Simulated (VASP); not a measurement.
Set up this calculation in VASP 6.6.1, as the native input.

```
Task                   : single point
Functional             : PBEsol
Potentials or basis    : VASP PAW PBE potentials, release 64 (Mg, O)
Cutoff                 : 520 eV
k mesh                 : 10 × 10 × 10
Occupations            : gaussian, width 0.02 eV
Spin                   : no spin polarisation
Dipole correction      : no
Further INCAR settings : ALGO = Normal; EDIFF = 1e-06; NBANDS = 11
```

The structure of MgO lies in POSCAR:

```
MgO
1.0
    0.0000000000      2.1484562247      2.1484562247
    2.1484562247      0.0000000000      2.1484562247
    2.1484562247      2.1484562247      0.0000000000
Mg O
1 1
Direct
    0.0000000000      0.0000000000      0.0000000000
    0.5000000000      0.5000000000      0.5000000000
```

This cell differs from its parent crystal: volume scaled by 1.06.

The input as run:

INCAR

```
PREC     = Accurate       # precision mode
ENCUT    = 520            # plane-wave cutoff, eV
EDIFF    = 1E-6           # SCF threshold, eV
ISMEAR   = 0              # smearing method
SIGMA    = 0.02           # smearing width, eV
LREAL    = F              # projectors in reciprocal space
LASPH    = T              # aspherical terms in the spheres
NELM     = 80             # most SCF steps
ALGO     = Normal         # electronic algorithm
ISIF     = 2              # what is computed and relaxed
LWAVE    = F              # write WAVECAR
LCHARG   = F              # write CHGCAR
GGA      = PS             # functional
NBANDS   = 11             # bands
```

KPOINTS

```
regular mesh
0
Gamma
  10 10 10
```

Potentials or basis: VASP PAW PBE potentials, release 64 (Mg, O).

Command:

```sh
$ cat potpaw_PBE.64/Mg/POTCAR potpaw_PBE.64/O/POTCAR > POTCAR
$ mpirun -np 1 vasp_std > vasp.out
```

It gave:

```yaml
Pressure: -8.7 GPa
Band_gap_on_the_k_mesh: 4.08 eV, direct
```

Caveat: the PAW data sets were made with another functional, which shifts forces and pressure a little.

Run time: 7.1 s on 1 thread of AMD EPYC 7R13 Processor (Zen 3), with other jobs on the host, peak memory 0.11 GiB.
